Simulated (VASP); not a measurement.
# Sn32HO31 (a cell with a defect) in VASP: notebook

Sn32HO31 (a cell with a defect) is run at these levels: PBE; tasks: single point.

All numbers are computed with VASP 6.6.1; they aren't measurements. Logs are shortened: lines on timing, memory, paths and dates and some standing lists are left out, and cuts for length are marked.

## Step 1: The cell of the first run

The cell holds a defect, 64 atoms: a = 10.744 Å, b = 10.744 Å, c = 12.307 Å, α = 115.88°, β = 115.88°, γ = 90.00°.

## Step 2: Single point, PBE, collinear spin

INCAR

```
SYSTEM = Sn32HO31
ALGO     = Normal         ! electronic algorithm
EDIFF    = 1E-6           ! SCF threshold, eV
ENCUT    = 520            ! plane-wave cutoff, eV
GGA      = PE             ! functional
GGA_COMPAT= .False.      
ISIF     = 2              ! what is computed and relaxed
ISMEAR   = 0              ! smearing method
ISPIN    = 2              ! spin polarisation
LASPH    = .True.         ! aspherical terms in the spheres
LCHARG   = .False.        ! write CHGCAR
LORBIT   = 11             ! projections on sites
LREAL    = Auto         
LWAVE    = .False.        ! write WAVECAR
MAGMOM   = 0 0.2 0 0 0 0 0 0 0 0 0 0 0 0 0.2 0 0 0 0 0 0.2 0 0 0 0 0 0 0.2 0 0 0 0 0.2 0 0 0 0 0 0 0 0 0 0 0 0 0 0 0 0 0 0 0 0 0 0 0 0 0 0 0 0 0 0 0 ! initial moments
NBANDS   = 360            ! bands
NCORE    = 4            
NELECT   = 636.0        
NELM     = 200            ! most SCF steps
PREC     = Accurate       ! precision mode
SIGMA    = 0.05           ! smearing width, eV
```

KPOINTS

```
k-points
0
Gamma
  1 1 1
  0 0 0
```

POSCAR

```
Sn32HO31
1.0
   -7.5972000000     -7.5972000000      0.0000000000
    7.5972000000     -7.5972000000      0.0000000000
    0.0000000000      7.5972000000      9.6816000000
Sn H O
32 1 31
Direct
    0.9328116781      0.1844861555      0.6243410046
    0.9324159729      0.2007266155      0.1330162452
    0.6921259861      0.4398729770      0.6245141614
    0.9383385084      0.6867226530      0.1234196247
    0.4334963777      0.1916098631      0.6252373657
    0.6805187588      0.4426648737      0.1235436672
    0.9337000914      0.6845065696      0.6186722536
    0.4367878800      0.1855131575      0.1231319550
    0.6866159202      0.9374930475      0.1230816898
    0.1922590018      0.4334652204      0.6251759403
    0.4434270194      0.6807441061      0.1235102203
    0.6850447674      0.9339074706      0.6185549482
    0.1853887877      0.4368555427      0.1233436343
    0.4393087869      0.6914761451      0.6240675882
    0.2014705549      0.9326162009      0.1335655619
    0.1848958675      0.9325462589      0.6241392806
    0.8195513913      0.3125081952      0.3798567835
    0.5608915047      0.0672772808      0.3800054493
    0.8100426142      0.3136909281      0.8785092742
    0.5651082374      0.0681743310      0.8784050692
    0.8108893135      0.8105798742      0.8752573601
    0.3198675039      0.3189851880      0.3800711838
    0.5653598252      0.5645571806      0.8747552927
    0.8134973764      0.8129574392      0.3741691504
    0.0608189427      0.0608476002      0.3800369490
    0.3097189115      0.3101644611      0.8747117947
    0.5609003385      0.5609411937      0.3742116174
    0.0647414383      0.0649065289      0.8751893049
    0.3135030423      0.8101621282      0.8784574754
    0.0688151898      0.5652790780      0.8785993097
    0.3130134359      0.8189930075      0.3797258485
    0.0668025255      0.5605695316      0.3797737935
   -0.0303607660     -0.0298144621     -0.0603714948
    0.0007395477      0.0004497354      0.5111203096
    0.0090154379      0.5000313523      0.5091583161
    0.4959645005     -0.0042181067     -0.0081911409
    0.7481335279      0.2477326813      0.4956583364
   -0.0040797321      0.4960308596     -0.0083899435
    0.5002825321      0.0089030549      0.5089511042
    0.7527173899      0.2617383098      0.0146467414
    0.5107910043      0.5106084157      0.5113633824
    0.7566181745      0.7560176298      0.0051294156
    0.2442822928      0.2438125452      0.4878715736
    0.4934417668      0.4931772531     -0.0134088094
    0.7443887611      0.7442615713      0.4887301011
    0.2490573093      0.2493049633      0.0052575655
    0.2625876377      0.7532231158      0.0149931084
    0.2476050759      0.7475205018      0.4951968059
    0.7581415924      0.0053283818      0.0014843134
    0.0025447315      0.2486126189      0.5065758176
    0.7434041439     -0.0021674658      0.4940794645
   -0.0046194624      0.2430389324      0.0004046012
    0.7509299986      0.4959874178      0.4940235682
    0.0057215347      0.7580465458      0.0007820945
    0.2435085727     -0.0036493454      0.0016341986
    0.5048308993      0.2579157736      0.5067623312
    0.7502261536      0.5040912550      0.0024486284
   -0.0013095341      0.7437403024      0.4954691876
    0.2482259844      0.0014536010      0.5053043020
    0.4972868326      0.2512859991      0.0006003024
    0.2572266841      0.5035437188      0.5050406999
    0.5037161217      0.7490240115      0.0005464832
    0.2523720534      0.4984391249      0.0022427056
    0.4967653428      0.7514258199      0.4952457594
```

Potentials or basis: VASP PAW PBE potentials, release 64 (Sn_d, H, O).

Started as:

```sh
cat potpaw_PBE.64/Sn_d/POTCAR potpaw_PBE.64/H/POTCAR potpaw_PBE.64/O/POTCAR > POTCAR
mpirun -np 4 vasp_gam > vasp.out
```

OUTCAR:

```text
SYSTEM = Sn32HO31
   EDIFF = 1E-6
   ENCUT = 520
   GGA = PE
   ISIF = 2
   ISMEAR = 0
   ISPIN = 2
   LASPH = .True.
   LORBIT = 11
   LREAL = Auto
   NELECT = 636.0
   NELM = 200
   PREC = Accurate

 ion  position               nearest neighbor table
   1  0.933  0.184  0.624-  34 2.21  50 2.23  51 2.25  37 2.26  18 3.58  25 3.58  28 3.58  17 3.58
                            24 3.59  26 3.63  19 3.64  30 3.67  12 3.74
   2  0.932  0.201  0.133-  40 2.16  49 2.22  52 2.22  17 3.49  32 3.49  20 3.57  19 3.57  25 3.71
                            22 3.71   6 3.75  21 3.76  28 3.76
   3  0.692  0.440  0.625-  41 2.21  56 2.23  53 2.25  37 2.26  17 3.58  22 3.58  21 3.58  18 3.58
                            27 3.59  23 3.63  30 3.64  19 3.67   7 3.74
   4  0.938  0.687  0.123-  42 2.22  57 2.23  38 2.28  54 2.31  21 3.59  19 3.59  23 3.60  30 3.61
                            24 3.62  25 3.63  31 3.63  32 3.69
   5  0.433  0.192  0.625-  39 2.20  56 2.26  59 2.26  43 2.27  18 3.59  22 3.59  31 3.59  25 3.59
                            23 3.60  26 3.60  19 3.64  20 3.64  10 3.67
   6  0.681  0.443  0.124-  40 2.19  44 2.24  57 2.25  60 2.25  23 3.58  26 3.58  27 3.58  24 3.58
                            20 3.60  19 3.60  11 3.61  32 3.72  17 3.72   2 3.75
   7  0.934  0.685  0.619-  58 2.23  53 2.23  35 2.24  45 2.27  17 3.57  32 3.57  27 3.58  24 3.59
                            21 3.67  30 3.67  28 3.68  29 3.68   3 3.74  16 3.75
   8  0.437  0.186  0.123-  46 2.23  60 2.23  36 2.28  55 2.31  28 3.59  20 3.59  26 3.60  29 3.61
                            27 3.62  22 3.63  18 3.63  17 3.69
   9  0.687  0.937  0.123-  42 2.23  62 2.23  36 2.28  49 2.31  21 3.59  29 3.59  23 3.60  20 3.61
                            24 3.62  25 3.63  17 3.63  18 3.69
  10  0.192  0.433  0.625-  35 2.21  50 2.26  61 2.26  43 2.27  32 3.58  17 3.59  25 3.59  22 3.59
                            26 3.60  23 3.60  29 3.64  30 3.64   5 3.67
  11  0.443  0.681  0.124-  47 2.19  44 2.24  63 2.25  62 2.25  26 3.58  24 3.58  23 3.58  27 3.58
                            29 3.60  30 3.60   6 3.61  31 3.73  18 3.73  15 3.75
  12  0.685  0.934  0.619-  64 2.23  51 2.23  39 2.24  45 2.27  18 3.56  31 3.57  24 3.58  27 3.59
                            28 3.67  21 3.67  20 3.68  19 3.68   1 3.74  14 3.75
  13  0.185  0.437  0.123-  46 2.23  63 2.23  38 2.28  52 2.31  28 3.59  30 3.59  26 3.60  19 3.61
                            27 3.62  22 3.63  32 3.63  31 3.69
  14  0.439  0.691  0.624-  41 2.21  61 2.23  64 2.25  48 2.26  31 3.58  22 3.58  32 3.58  27 3.59
                            21 3.59  23 3.64  20 3.64  29 3.67  12 3.75
  15  0.201  0.933  0.134-  47 2.16  55 2.22  54 2.22  18 3.49  31 3.49  29 3.57  30 3.57  22 3.70
                            25 3.71  11 3.75
  16  0.185  0.933  0.624-  34 2.21  59 2.23  58 2.25  48 2.26  32 3.58  25 3.58  31 3.58  24 3.59
                            28 3.59  26 3.64  29 3.64  20 3.67   7 3.75
  17  0.820  0.313  0.380-  53 2.21  37 2.22  50 2.24  35 2.26   2 3.49   7 3.57   3 3.58   1 3.58
                            10 3.59   9 3.63   8 3.69   6 3.72  25 3.75
  18  0.561  0.067  0.380-  51 2.21  37 2.22  56 2.24  39 2.26  15 3.49  12 3.56   1 3.58   3 3.58
                             5 3.59   8 3.63   9 3.69  11 3.73  22 3.74
  19  0.810  0.314  0.879-  38 2.23  57 2.25  52 2.28  40 2.28   2 3.57   4 3.59   6 3.60  13 3.61
                             5 3.64   1 3.64   3 3.67  12 3.68  20 3.73
  20  0.565  0.068  0.878-  36 2.23  60 2.24  49 2.28  40 2.28   2 3.57   8 3.59   6 3.60   9 3.61
                             5 3.64  14 3.64  16 3.67  12 3.68  19 3.73
  21  0.811  0.811  0.875-  33 2.03  42 2.21  54 2.24  49 2.25   3 3.58   9 3.59   4 3.59  14 3.59
                             7 3.67  12 3.67  23 3.73   2 3.76
  22  0.320  0.319  0.380-  43 2.22  61 2.23  56 2.24  41 2.29   3 3.58  14 3.58   5 3.59  10 3.59
                             8 3.63  13 3.63  15 3.70   2 3.71  27 3.71  18 3.74
  23  0.565  0.565  0.875-  44 2.22  62 2.23  57 2.24  42 2.30  11 3.58   6 3.58   9 3.60   4 3.60
                             5 3.60  10 3.60   3 3.63  14 3.64  21 3.73
  24  0.813  0.813  0.374-  45 2.21  34 2.24  51 2.26  58 2.26  11 3.58   6 3.58  12 3.58   7 3.59
                            16 3.59   1 3.59   4 3.62   9 3.62  25 3.72
  25  0.061  0.061  0.380-  43 2.22  59 2.23  50 2.24  34 2.29   1 3.58  16 3.58  10 3.59   5 3.59
                             4 3.63   9 3.63   2 3.71  15 3.71  24 3.72  17 3.75  31 3.75
  26  0.310  0.310  0.875-  44 2.22  60 2.23  63 2.24  46 2.29  11 3.58   6 3.58  13 3.60   8 3.60
                            10 3.60   5 3.60   1 3.63  16 3.64  28 3.73
  27  0.561  0.561  0.374-  45 2.21  41 2.24  53 2.26  64 2.26   6 3.58  11 3.58   7 3.58  12 3.59
                            14 3.59   3 3.59   8 3.62  13 3.62  22 3.71
  28  0.065  0.065  0.875-  33 2.03  46 2.21  52 2.24  55 2.25   1 3.58  13 3.59   8 3.59  16 3.59
                            12 3.67   7 3.68  26 3.73   2 3.76
  29  0.314  0.810  0.878-  36 2.22  62 2.25  47 2.28  55 2.28  15 3.57   9 3.59  11 3.60   8 3.61
                            10 3.64  16 3.64  14 3.67   7 3.68  30 3.72
  30  0.069  0.565  0.879-  38 2.23  63 2.25  54 2.28  47 2.28  15 3.57  13 3.59  11 3.60   4 3.61
                             3 3.64  10 3.64   1 3.67   7 3.67  29 3.72
[... 319 lines left out ...]
 Gauss-broadening in eV      SIGMA  =   0.05
  energy-cutoff  :      520.00
  volume of cell :     1117.59
 maximum number of plane-waves:     15017
 NGX is ok and might be reduce to    80
   NGX = 39   NGY = 39   NGZ = 45

 number of electron     636.0000027 magnetization       0.0000489

 number of electron     636.0000027 magnetization      -0.0000558

 Free energy of the ion-electron system (eV)
  ---------------------------------------------------
  ext. energy  EPLUGINS =         0.00000000
  ---------------------------------------------------
  free energy    TOTEN  =      -350.61961987 eV

  energy without entropy =     -350.61961987  energy(sigma->0) =     -350.61961987

 E-fermi :   7.2107     XC(G=0): -10.3037

 val. band max:        7.0120000281   @ k =   0.0000   0.0000   0.0000
 cond. band min:       7.4094967114   @ k =   0.0000   0.0000   0.0000
 fundamental gap:      0.3974966833
 Fermi energy:         7.2107360430

 spin component 1

 k-point     1 :       0.0000    0.0000    0.0000
  band No.  band energies     occupation
      1     -14.8818      1.00000
      2     -14.8719      1.00000
      3     -14.8380      1.00000
      4     -14.8294      1.00000
      5     -14.8280      1.00000
      6     -14.8126      1.00000
[... 322 lines left out ...]
    329       9.2159      0.00000
    330       9.2392      0.00000
 Fermi energy:         7.2107360430

 spin component 2

 k-point     1 :       0.0000    0.0000    0.0000
  band No.  band energies     occupation
      1     -14.8818      1.00000
      2     -14.8719      1.00000
      3     -14.8380      1.00000
      4     -14.8294      1.00000
      5     -14.8280      1.00000
      6     -14.8126      1.00000
[... 322 lines left out ...]
    329       9.2159      0.00000
    330       9.2392      0.00000
 [bands above 330 left out]

------------------------ aborting loop because EDIFF is reached ----------------------------------------

  FORCE on cell =-STRESS in cart. coord.  units (eV):
  Direction    XX          YY          ZZ          XY          YZ          ZX
  --------------------------------------------------------------------------------------
  -------------------------------------------------------------------------------------
  Total       30.3474356     29.2704522     16.4522374     -0.1293597      0.0212645     -0.0068037
  in kB       43.5059174     41.9619598     23.5858373     -0.1854493      0.0304847     -0.0097537
  external PRESSURE =      36.3512382 kB  Pullay stress =       0.0000000 kB

 VOLUME and BASIS-vectors are now :
 -----------------------------------------------------------------------------
  energy-cutoff  :      520.00
  volume of cell :     1117.59
      direct lattice vectors                 reciprocal lattice vectors
    -7.597200000 -7.597200000  0.000000000    -0.065813721 -0.065813721  0.051644356
     7.597200000 -7.597200000  0.000000000     0.065813721 -0.065813721  0.051644356
     0.000000000  7.597200000  9.681600000     0.000000000  0.000000000  0.103288713

 POSITION                                       TOTAL-FORCE (eV/Angst)
 -----------------------------------------------------------------------------------
     -5.68518     -3.74509      6.04462         0.011032     -0.007208      0.262902
     -5.55879     -7.59816      1.28781        -0.091120     -0.004603      0.274429
     -1.91642     -3.85546      6.04630        -0.010031      0.015378      0.264184
     -1.91158    -11.40827      1.19490        -0.001257     -0.022706      0.260171
     -1.83766      0.00100      6.05330         0.005950      0.004564      0.253203
     -1.80702     -7.59446      1.19610        -0.009702     -0.000519      0.268130
[... 56 lines left out ...]
      1.86942     -5.68702      0.02171         0.004919      0.000670     -0.003805
      1.93471     -5.72028      4.79477        -0.004160      0.001482      0.008051
 -----------------------------------------------------------------------------------
    total drift:                                0.006545      0.008264     -0.006961

  FREE ENERGIE OF THE ION-ELECTRON SYSTEM (eV)
  ---------------------------------------------------
  free  energy   TOTEN  =      -350.6196198744 eV

  energy  without entropy=     -350.6196198666  energy(sigma->0) =     -350.61961987

 total charge

# of ion       s       p       d       tot
------------------------------------------
    1        1.234   0.811  10.074  12.119
    2        1.277   0.796  10.058  12.130
    3        1.234   0.811  10.074  12.119
    4        1.260   0.779  10.063  12.102
    5        1.248   0.795  10.070  12.112
    6        1.243   0.812  10.075  12.130
[... 56 lines left out ...]
   63        1.582   3.423   0.000   5.005
   64        1.582   3.426   0.000   5.008
--------------------------------------------------
tot         89.512 131.676 322.197 543.384

 magnetization (x)

# of ion       s       p       d       tot
------------------------------------------
    1        0.000   0.000   0.000   0.000
    2       -0.000  -0.000  -0.000  -0.000
    3        0.000  -0.000   0.000   0.000
    4        0.000   0.000   0.000   0.000
    5        0.000  -0.000  -0.000   0.000
    6        0.000  -0.000  -0.000  -0.000
[... 56 lines left out ...]
   63       -0.000   0.000   0.000   0.000
   64       -0.000  -0.000   0.000  -0.000
--------------------------------------------------
tot         -0.000  -0.000  -0.000  -0.000
```

Wall time 7.6 min (4 MPI ranks of Intel Xeon Platinum 8259CL at 2.50GHz (Skylake/Cascade Lake), shared host); peak memory 0.55 GiB.

What came out:

- Free energy: -350.6196 eV
- Largest force: 0.304 eV/Å
- Net moment: 0.00 μB per cell
- Valence electrons inside the program's atomic spheres: Sn 12.12, 12.13, 12.10, 12.11, 12.14 (each value once); H 0.54; O 5.01, 4.99, 5.00, 4.98 (each value once)

Forces on the atoms (eV/Å):
```
Sn   0.011 -0.007  0.263
Sn  -0.091 -0.005  0.274
Sn  -0.010  0.015  0.264
Sn  -0.001 -0.023  0.260
Sn   0.006  0.005  0.253
Sn  -0.010 -0.001  0.268
Sn   0.009  0.000  0.299
Sn  -0.006  0.029  0.260
Sn   0.005 -0.033  0.265
Sn  -0.002 -0.002  0.262
Sn   0.001 -0.004  0.274
Sn  -0.009  0.003  0.297
Sn   0.000  0.035  0.263
Sn   0.004  0.011  0.292
Sn   0.100 -0.003  0.265
Sn  -0.006 -0.013  0.283
Sn   0.013 -0.003 -0.274
Sn  -0.014  0.012 -0.287
Sn  -0.004  0.013 -0.262
Sn  -0.017 -0.011 -0.265
Sn   0.018 -0.032 -0.239
Sn   0.008  0.005 -0.289
Sn  -0.004 -0.029 -0.297
Sn   0.004 -0.005 -0.263
Sn  -0.003 -0.001 -0.286
Sn  -0.006  0.033 -0.302
Sn   0.001  0.005 -0.272
Sn  -0.020  0.029 -0.233
Sn   0.013  0.006 -0.264
Sn   0.011 -0.014 -0.260
Sn  -0.009 -0.001 -0.274
Sn   0.013 -0.003 -0.279
H   -0.005 -0.003 -0.016
O    0.006 -0.002  0.013
O   -0.007  0.000  0.014
O   -0.001  0.001 -0.001
O    0.003 -0.001 -0.018
O   -0.002 -0.001 -0.001
O    0.003  0.004  0.017
O   -0.004 -0.003  0.004
O   -0.004 -0.003  0.011
O   -0.003 -0.003  0.004
O    0.001 -0.005 -0.024
O   -0.001 -0.003 -0.016
O   -0.004 -0.002 -0.008
O    0.006  0.007 -0.001
O    0.001  0.005  0.002
O    0.000  0.001 -0.016
O   -0.004  0.032 -0.011
O    0.008 -0.002 -0.015
O   -0.009 -0.009  0.030
O   -0.003 -0.032  0.009
O    0.006  0.003  0.025
O    0.005  0.032  0.001
O    0.007 -0.029 -0.017
O   -0.005  0.002 -0.019
O   -0.008  0.002 -0.004
O    0.007  0.000  0.004
O   -0.009 -0.006 -0.004
O   -0.005 -0.005  0.018
O    0.007  0.007 -0.004
O    0.008  0.002  0.020
O    0.005  0.001 -0.004
O   -0.004  0.001  0.008
```

Caveat: the k points lie up to 0.67 Å⁻¹ apart; the cell carries a net charge on a neutralising background, which shifts energy and pressure; the cell is charged against a uniform background, so pressure and absolute levels hang on convention; spin-orbit coupling is left out, which moves the levels of the heavy elements.

## Step 3: Single point, PBE, collinear spin

INCAR

```
SYSTEM = Sn32HO31
  ALGO = Normal
  EDIFF = 1E-6
  ENCUT = 520
  GGA = PE
  GGA_COMPAT = .False.
  ISIF = 2
  ISMEAR = 0
  ISPIN = 2
  LASPH = .True.
  LCHARG = .True.
  LELF = .True.
  LORBIT = 11
  LREAL = Auto
  LVHAR = .True.
  LWAVE = .False.
  MAGMOM = 0 0.2 0 0 0 0 0 0 0 0 0 0 0 0 0.2 0 0 0 0 0 0.2 0 0 0 0 0 0 0.2 0 0 0 0 0.2 0 0 0 0 0 0 0 0 0 0 0 0 0 0 0 0 0 0 0 0 0 0 0 0 0 0 0 0 0 0 0
  NBANDS = 360
  NCORE = 4
  NELM = 200
  PREC = Accurate
  SIGMA = 0.05
```

KPOINTS is that of step 2.

POSCAR is that of step 2.

Potentials or basis: VASP PAW PBE potentials, release 64 (Sn_d, H, O).

Started as:

```sh
cat potpaw_PBE.64/Sn_d/POTCAR potpaw_PBE.64/H/POTCAR potpaw_PBE.64/O/POTCAR > POTCAR
mpirun -np 4 vasp_gam > vasp.out
```

Wall time 12 min (4 MPI ranks of AMD EPYC 7R43 (Zen 3), shared host); peak memory 0.5 GiB.

Results (log left out):

```yaml
Free_energy: -357.6641 eV
Pressure: 2.0 GPa
Largest_force: 0.089 eV/Å
Net_moment: 0.93 μB per cell
Valence_electrons_inside_the_program's_atomic_spheres: Sn 12.11, 12.12, 12.09, 12.10, 12.13 (each value once); H 0.53; O 5.01, 5.00, 4.99, 4.98 (each value once)
```

Forces in eV/Å, atoms in the order of the input:
```
Sn   0.010 -0.002  0.062
Sn  -0.052 -0.005  0.072
Sn  -0.010  0.010  0.063
Sn  -0.002 -0.004  0.059
Sn   0.009  0.003  0.068
Sn   0.011 -0.004  0.059
Sn   0.005  0.005  0.087
Sn  -0.007  0.012  0.062
Sn   0.006 -0.016  0.067
Sn  -0.005  0.000  0.076
Sn  -0.019  0.000  0.065
Sn  -0.006 -0.001  0.085
Sn   0.002  0.016  0.061
Sn   0.009  0.002  0.079
Sn   0.062 -0.003  0.063
Sn  -0.011 -0.004  0.070
Sn  -0.001 -0.001 -0.069
Sn   0.001  0.009 -0.082
Sn  -0.002  0.015 -0.064
Sn  -0.008 -0.015 -0.067
Sn   0.002 -0.011 -0.051
Sn   0.005  0.004 -0.067
Sn  -0.008 -0.015 -0.073
Sn   0.005 -0.010 -0.079
Sn  -0.001  0.001 -0.064
Sn  -0.002  0.018 -0.078
Sn   0.000  0.010 -0.088
Sn  -0.004  0.008 -0.045
Sn   0.004  0.011 -0.066
Sn   0.009 -0.015 -0.063
Sn   0.008 -0.003 -0.067
Sn  -0.003 -0.001 -0.073
H   -0.005 -0.003 -0.016
O    0.004 -0.009  0.010
O    0.005  0.001  0.008
O   -0.001  0.001  0.003
O    0.002 -0.001 -0.018
O   -0.002 -0.001  0.003
O   -0.009  0.003  0.012
O   -0.013 -0.003  0.002
O   -0.002  0.005  0.008
O    0.000 -0.018  0.006
O    0.001 -0.005 -0.021
O   -0.001 -0.003 -0.012
O   -0.004 -0.002 -0.002
O    0.002  0.021  0.001
O    0.011  0.005  0.000
O    0.000  0.001 -0.020
O   -0.002  0.033  0.005
O    0.006 -0.002  0.000
O   -0.003 -0.008  0.012
O   -0.002 -0.030  0.010
O    0.000  0.001  0.006
O    0.004  0.031  0.002
O    0.005 -0.029  0.000
O   -0.003  0.001 -0.003
O   -0.005  0.001 -0.005
O    0.002  0.000  0.000
O   -0.006 -0.002  0.001
O   -0.002 -0.003  0.000
O    0.004  0.004  0.002
O    0.005  0.000  0.003
O    0.002  0.002 -0.003
O    0.000  0.002  0.005
```

Stress tensor (GPa, compression positive):
```
2.74 0.00 0.00
0.00 2.59 0.00
0.00 0.00 0.61
```

Levels at points of the mesh, in eV from the Fermi level:
Spin up:
```csv
k point,band 315,band 316,band 317,band 318,band 319,band 320,band 321,band 322
"(0.00, 0.00, 0.00)",-1.09,-1.08,-0.16,-0.06,0.42,1.24,1.71,1.74
```
Spin down:
| k point | band 313 | band 314 | band 315 | band 316 | band 317 | band 318 | band 319 | band 320 | band 321 | band 322 |
| --- | --- | --- | --- | --- | --- | --- | --- | --- | --- | --- |
| (0.00, 0.00, 0.00) | -1.13 | -1.08 | -1.08 | -1.07 | -0.15 | 0.06 | 0.42 | 1.26 | 1.74 | 1.77 |

Caveat: the k points lie up to 0.67 Å⁻¹ apart; spin-orbit coupling is left out, which moves the levels of the heavy elements.
